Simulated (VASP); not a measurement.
Here is a VASP 6.6.1 calculation.

Contents of INCAR:

```
SYSTEM = RbBr
PREC = Accurate ; ENCUT = 520
EDIFF = 1E-6 ; ISMEAR = 0
SIGMA = 0.02 ; LREAL = .FALSE.
LASPH = .TRUE. ; NELM = 100
ALGO = Normal ; ISIF = 2
LWAVE = .FALSE. ; LCHARG = .FALSE.
GGA = PS ; NBANDS = 15
```

The input KPOINTS:

```
regular mesh
0
G
  6 6 6
  0 0 0
```

Contents of POSCAR:

```
RbBr
1.0
    0.0000000000      3.4252093723      3.4252093723
    3.4252093723      0.0000000000      3.4252093723
    3.4252093723      3.4252093723      0.0000000000
Rb Br
1 1
Direct
    0.0000000000      0.0000000000      0.0000000000
    0.5000000000      0.5000000000      0.5000000000
```

Potentials or basis: VASP PAW PBE potentials, release 64 (Rb_sv, Br).

Run with:

```bash
$ cat potpaw_PBE.64/Rb_sv/POTCAR potpaw_PBE.64/Br/POTCAR > POTCAR
$ mpirun -np 1 vasp_std > vasp.out
```

Question: Predict the pressure.

Answer: 0.0 GPa.

Question: What does it give for the band gap on the k mesh?

Answer: 4.22 eV, direct.

Caveat: the PAW data sets were made with another functional, which shifts forces and pressure a little. As with any semilocal functional, this PBEsol gap is likely too small.
